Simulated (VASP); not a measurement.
# CuO (P4/mmm) in VASP: further runs, part 2 of 2

VASP 6.6.1.

**4. Single point, PBEsol**

File INCAR:

```
  PREC = Accurate
  ENCUT = 520
  EDIFF = 1E-7
  ISMEAR = -1
  SIGMA = 0.05
  LREAL = F
  LASPH = T
  NELM = 60
  ALGO = Normal
  ISIF = 2
  LWAVE = F
  LCHARG = F
  GGA = PS
  NBANDS = 34
```

File KPOINTS:

```
Automatic mesh
0
Gamma
  7 7 7
```

File POSCAR:

```
CuO
1.0
    4.1077829155      0.0000000000      0.0000000000
    0.0000000000      4.1077829155      0.0000000000
    0.0000000000      0.0000000000      3.8400560846
Cu O
3 3
Direct
    0.5000000000      0.0000000000      0.5000000000
    0.0000000000      0.5000000000      0.5000000000
    0.0000000000      0.0000000000      0.0000000000
    0.0000000000      0.0000000000      0.5000000000
    0.5000000000      0.0000000000      0.0000000000
    0.0000000000      0.5000000000      0.0000000000
```

Potentials or basis: VASP PAW PBE potentials, release 64 (Cu, O).

On the command line:

```sh
$ cat potpaw_PBE.64/Cu/POTCAR potpaw_PBE.64/O/POTCAR > POTCAR
$ mpirun -np 1 vasp_std > vasp.out
```

OUTCAR:

```text
PREC = Accurate
   ENCUT = 520
   EDIFF = 1E-7
   ISMEAR = -1
   LREAL = F
   LASPH = T
   NELM = 60
   ISIF = 2
   GGA = PS

 ion  position               nearest neighbor table
   1  0.500  0.000  0.500-   5 1.92   5 1.92   4 2.05   4 2.05
   2  0.000  0.500  0.500-   6 1.92   6 1.92   4 2.05   4 2.05
   3  0.000  0.000  0.000-   4 1.92   4 1.92   6 2.05   5 2.05   6 2.05   5 2.05
   4  0.000  0.000  0.500-   3 1.92   3 1.92   1 2.05   2 2.05   2 2.05   1 2.05
   5  0.500  0.000  0.000-   1 1.92   1 1.92   3 2.05   3 2.05
   6  0.000  0.500  0.000-   2 1.92   2 1.92   3 2.05   3 2.05

  LATTYP: Found a simple tetragonal cell.
 ALAT       =     4.1077829155
 C/A-ratio  =     0.9348244938

  Lattice vectors:

 A1 = (   4.1077829155,   0.0000000000,   0.0000000000)
 A2 = (   0.0000000000,   4.1077829155,   0.0000000000)
 A3 = (   0.0000000000,   0.0000000000,   3.8400560846)

Analysis of symmetry for initial positions (statically):
=====================================================================
 Subroutine PRICEL returns:
 Original cell was already a primitive cell.

 Routine SETGRP: Setting up the symmetry group for a
 simple tetragonal supercell.

 Subroutine GETGRP returns: Found 16 space group operations
 (whereof 16 operations were pure point group operations)
 out of a pool of 16 trial point group operations.

The static configuration has the point symmetry D_4h.

Analysis of symmetry for dynamics (positions and initial velocities):
=====================================================================
 Subroutine PRICEL returns:
 Original cell was already a primitive cell.

 Routine SETGRP: Setting up the symmetry group for a
 simple tetragonal supercell.

 Subroutine GETGRP returns: Found 16 space group operations
 (whereof 16 operations were pure point group operations)
 out of a pool of 16 trial point group operations.
[... 123 lines left out ...]
   EFERMI =   0.00;   METHOD = LEGACY
   ISMEAR =    -1;   SIGMA  =   0.05  broadening in eV -4-tet -1-fermi 0-gaus
   EFERMI_NEDOS =   21; number of points for ismear=-14 and -15
   IALGO  =     38    algorithm
   IMIX   =      4    mixing-type and parameters
     AMIX     =   0.40;   BMIX     =  1.00
     AMIX_MAG =   1.60;   BMIX_MAG =  1.00
  volume/ion in A,a.u.               =      10.80        72.88
  Fermi-wavevector in a.u.,A,eV,Ry     =   1.511521  2.856360 31.085152  2.284694
  Thomas-Fermi vector in A             =   2.621567
   LORBIT       =      0    0 simple, 1 ext, 2 COOP (PROOUT), +10 PAW based schemes
   GGA     = PS    functional components
   LHFCALC =     F    Hartree Fock is set to
   AEXX    =    0.0000 exact exchange contribution
   IVDW    =     0    specifies the selected vdW correction
   LEPSILON=     F    determine dielectric tensor
   LRPA    =     F    only Hartree local field effects (RPA)
 non-spin polarized calculation
  energy-cutoff  :      520.00
  volume of cell :       64.80
 maximum number of plane-waves:      1767
 NGX is ok and might be reduce to    32
   NGX = 15   NGY = 15   NGZ = 15

 number of electron      50.9999936 magnetization

 Free energy of the ion-electron system (eV)
  ---------------------------------------------------
  ext. energy  EPLUGINS =         0.00000000
  ---------------------------------------------------
  free energy    TOTEN  =       -30.58876321 eV

  energy without entropy =      -30.55921931  energy(sigma->0) =      -30.57399126

 E-fermi :   4.4323     XC(G=0): -11.6506

 val. band max:        4.4198596411   @ k =   0.4286   0.2857   0.2857
 cond. band min:       4.4749327620   @ k =   0.2857   0.2857   0.0000
 fundamental gap:      0.0550731209
 Fermi energy:         4.4323383025

 k-point     1 :       0.0000    0.0000    0.0000
  band No.  band energies     occupation
      1     -15.6253      2.00000
      2     -13.4920      2.00000
      3     -13.0297      2.00000
      4      -1.8073      2.00000
      5      -1.6632      2.00000
      6      -1.6632      2.00000
[... 877 lines left out ...]
     33      15.6865      0.00000
     34      16.7037      0.00000

 [... further k-points ...]
[... 5 lines left out ...]
  --------------------------------------------------------------------------------------
  -------------------------------------------------------------------------------------
  Total        0.2158728      0.2158728      0.5692719      0.0000000      0.0000000      0.0000000
  in kB        5.3377234      5.3377234     14.0759522      0.0000000      0.0000000      0.0000000
  external PRESSURE =       8.2504663 kB  Pullay stress =       0.0000000 kB

 VOLUME and BASIS-vectors are now :
 -----------------------------------------------------------------------------
  energy-cutoff  :      520.00
  volume of cell :       64.80
      direct lattice vectors                 reciprocal lattice vectors
     4.107782915  0.000000000  0.000000000     0.243440323  0.000000000  0.000000000
     0.000000000  4.107782915  0.000000000     0.000000000  0.243440323  0.000000000
     0.000000000  0.000000000  3.840056085     0.000000000  0.000000000  0.260412863

 POSITION                                       TOTAL-FORCE (eV/Angst)
 -----------------------------------------------------------------------------------
      2.05389      0.00000      1.92003         0.000000      0.000000      0.000000
      0.00000      2.05389      1.92003         0.000000      0.000000      0.000000
      0.00000      0.00000      0.00000         0.000000      0.000000      0.000000
      0.00000      0.00000      1.92003         0.000000      0.000000      0.000000
      2.05389      0.00000      0.00000         0.000000      0.000000      0.000000
      0.00000      2.05389      0.00000         0.000000      0.000000      0.000000
 -----------------------------------------------------------------------------------
    total drift:                                0.000000      0.000000     -0.000000

  FREE ENERGIE OF THE ION-ELECTRON SYSTEM (eV)
  ---------------------------------------------------
  free  energy   TOTEN  =       -30.5887632082 eV

  energy  without entropy=      -30.5592193139  energy(sigma->0) =      -30.57399126
```

OSZICAR:

```text
N       E                     dE             d eps       ncg     rms          rms(c)
DAV:   1     0.541733753444E+03    0.54173E+03   -0.23470E+04  2832   0.231E+03
DAV:   2     0.553678807031E+02   -0.48637E+03   -0.45740E+03  2742   0.475E+02
[... 11 lines left out ...]
DAV:  14    -0.305887716856E+02    0.73506E-05   -0.34233E-04  4100   0.286E-01    0.439E-02
DAV:  15    -0.305887779506E+02   -0.62650E-05   -0.20396E-04  4242   0.182E-01    0.339E-02
DAV:  16    -0.305887657099E+02    0.12241E-04   -0.23873E-05  4296   0.801E-02    0.148E-02
DAV:  17    -0.305887633793E+02    0.23307E-05   -0.17748E-05  4196   0.387E-02    0.302E-03
DAV:  18    -0.305887633241E+02    0.55230E-07   -0.15340E-06  3778   0.121E-02    0.304E-03
DAV:  19    -0.305887632010E+02    0.12302E-06   -0.17335E-07  1890   0.454E-03    0.111E-03
DAV:  20    -0.305887632082E+02   -0.71950E-08   -0.23055E-07  2490   0.360E-03
   1 F= -.30588763E+02 E0= -.30573991E+02  d E =-.295439E-01
```

Run time: 56 s. Hardware: 1 thread of Intel Xeon 6975P-C (Granite Rapids), shared host; peak memory 0.21 GiB.

What came out:

```yaml
Free_energy: -30.5888 eV
Pressure: 0.8 GPa
Band_gap_on_the_k_mesh: zero (an odd number of electrons rules out a gap without spin polarisation)
```

Levels at points of the mesh, in eV from the Fermi level:
| k point | band 22 | band 23 | band 24 | band 25 | band 26 | band 27 | band 28 | band 29 | band 30 | band 31 |
| --- | --- | --- | --- | --- | --- | --- | --- | --- | --- | --- |
| (0.00, 0.00, 0.00) | -1.82 | -1.60 | -1.57 | -1.57 | -1.53 | -1.41 | 1.35 | 6.23 | 7.81 | 8.90 |

Caveat: the PAW data sets were made with another functional, which shifts forces and pressure a little; an odd number of electrons without spin polarisation forces a metal; a magnetic or distorted state may lie lower; semilocal functionals often make such compounds metallic where correlation or magnetic order opens a gap, which also shifts bond lengths.

**5. The runs side by side**

| cell | gap on the mesh (eV) | pressure (GPa) |
| --- | --- | --- |
| a = 4.111, b = 4.111, c = 3.840 Å, 6 atoms | none | 0.7 |
| a = 4.107, b = 4.107, c = 3.840 Å, 6 atoms | none | 0.8 |
| a = 4.108, b = 4.108, c = 3.840 Å, 6 atoms | none | 0.8 |

Alike in all rows: task single point; level PBEsol; potentials or basis VASP PAW PBE potentials, release 64 (Cu, O); no spin polarisation; k mesh 7 × 7 × 7; cutoff (eV) 520; smearing fermi-dirac 0.05 eV.

Caveats: the PAW data sets were made with another functional, which shifts forces and pressure a little; an odd number of electrons without spin polarisation forces a metal; a magnetic or distorted state may lie lower; semilocal functionals often make such compounds metallic where correlation or magnetic order opens a gap, which also shifts bond lengths.

Total energies depend on the potentials used, so only differences within one code and one set of settings carry meaning.
